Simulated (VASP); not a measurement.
Write the native input for VASP 6.6.1 that does the following.

| Quantity | Value |
| --- | --- |
| Task | single point |
| Functional | PBE |
| Potentials or basis | VASP PAW PBE potentials, release 64 (Sb) |
| Cutoff | 520 eV |
| k mesh | 3 × 3 × 4 |
| Occupations | gaussian, width 0.1 eV |
| Spin | no spin polarisation |
| Dipole correction | no |
| Further INCAR settings | ALGO = Normal; EDIFF = 1e-06; NBANDS = 24 |

The structure of Sb lies in POSCAR:

```
Sb
1.0
    8.5378227608     -0.0000000035      0.0000000000
   -4.2689113774      7.3939714056      0.0000000000
    0.0000000000      0.0000000000      3.4251003838
Sb
6
Direct
    0.3181657900      0.0000000000      0.5000000000
    0.0000000000      0.3181657900      0.8333333333
    0.6818342100      0.6818342100      0.1666666667
    0.6818342100      0.0000000000      0.5000000000
    0.0000000000      0.6818342100      0.8333333333
    0.3181657900      0.3181657900      0.1666666667
```

These files were run (other wordings do the same):

INCAR

```
PREC = Accurate
ENCUT = 520
EDIFF = 1E-6
ISMEAR = 0
SIGMA = 0.1
LREAL = False
LASPH = True
NELM = 80
ALGO = Normal
ISIF = 2
LWAVE = False
LCHARG = False
GGA = PE
NBANDS = 24
```

KPOINTS

```
regular mesh
0
Gamma
  3 3 4
```

Potentials or basis: VASP PAW PBE potentials, release 64 (Sb).

Run with:

```sh
$ cat potpaw_PBE.64/Sb/POTCAR > POTCAR
$ mpirun -np 1 vasp_std > vasp.out
```

It gave:

| Quantity | Value |
| --- | --- |
| Pressure | 0.0 GPa |
| Largest force | 0.006 eV/Å |
| Band gap on the k mesh | zero (band 15 reaches 6.91 eV, above the bottom of band 16 at 4.21 eV) |

Caveat: the k points lie up to 0.46 Å⁻¹ apart; spin-orbit coupling is left out, which moves the levels of the heavy elements.

It took 23 s on 1 thread of Intel(R) Xeon(R) 6975P-C (Granite Rapids), on a shared host, peak memory 0.33 GiB.
